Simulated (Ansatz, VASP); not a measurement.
Two plane-wave programs on NaHF2

Contents of POSCAR:

```
NaHF2
1.0
    1.7570982183      1.0144611293      4.6321605839
   -1.7570982183      1.0144611293      4.6321605839
    0.0000000000     -2.0289222587      4.6321605839
Na H F
1 1 2
Direct
    0.0000000000      0.0000000000      0.0000000000
    0.5000000000      0.5000000000      0.5000000000
    0.5825210716      0.5825210716      0.5825210716
    0.4174789284      0.4174789284      0.4174789284
```

The input INCAR.step1:

```
SYSTEM = NaHF2
PREC = Accurate
ENCUT = 600
ISMEAR = 0
SIGMA = 0.02
LREAL = .False.
LASPH = .True.
NELM = 100
GGA = PE
ALGO = Normal
EDIFF = 1E-4
LWAVE = .True.
LCHARG = .False.
```

INCAR.step2

```
SYSTEM = NaHF2
PREC = Accurate
ENCUT = 600
EDIFF = 1E-6
ISMEAR = 0
SIGMA = 0.02
LREAL = .False.
LASPH = .True.
NELM = 100
ALGO = Normal
ISIF = 3
LWAVE = .False.
LCHARG = .False.
METAGGA = R2SCAN
LMIXTAU = .True.
IBRION = 2
NSW = 70
EDIFFG = -0.02
ISTART = 1
```

The input KPOINTS:

```
Automatic mesh
0
Gamma
  9 9 9
  0 0 0
```

Input for Ansatz:

```yaml
crystal:
  lattice:
    - [1.7570982183, 1.0144611293, 4.6321605839]
    - [-1.7570982183, 1.0144611293, 4.6321605839]
    - [0.0, -2.0289222587, 4.6321605839]
  atoms:
    - { symbol: Na, position: [0.0, 0.0, 0.0] }
    - { symbol: H, position: [0.5, 0.5, 0.5] }
    - { symbol: F, position: [0.5825210716, 0.5825210716, 0.5825210716] }
    - { symbol: F, position: [0.4174789284, 0.4174789284, 0.4174789284] }
basis:
  ecutwfc: 500
kpoints:
  mp_grid: { grid: [9, 9, 9] }
hamiltonian:
  xc: r2scan
scf:
  occupations: { method: gaussian, width: 0.02 }
output:
  forces: true
  stress: true
  eigenvalues: true
relax:
  adjacent_minimum: "off"
  f_tol: 0.02
  max_steps: 50
  cell: { stress_tol: 0.1 }
```

Alike in both runs: task relaxation of cell and atoms; functional r2SCAN; k mesh 9 × 9 × 9; occupations gaussian, width 0.02 eV; no spin polarisation.

```csv
,VASP,Ansatz
version,VASP 6.6.1,Ansatz 0.2.0
potentials or method,"VASP PAW PBE potentials, release 64 (Na_pv, H, F), cutoff 600 eV","scalar-relativistic, plane waves, PAW"
valence electrons in the cell,22,24
```

```csv
,VASP,Ansatz,Ansatz less VASP
"gap on the k mesh at the Fermi level, each at its own relaxed structure (eV)",7.87,7.82,-0.050
relaxed volume (Å³/atom),11.46,11.62,+0.154
relaxed cell length with the largest relative difference (Å),4.981,4.980,-0.0004
```

VASP's potentials were made for PBE, not for r2SCAN. VASP's potentials hold 22 valence electrons a cell and Ansatz's 24, so a difference there can come from the potentials and not from the codes.
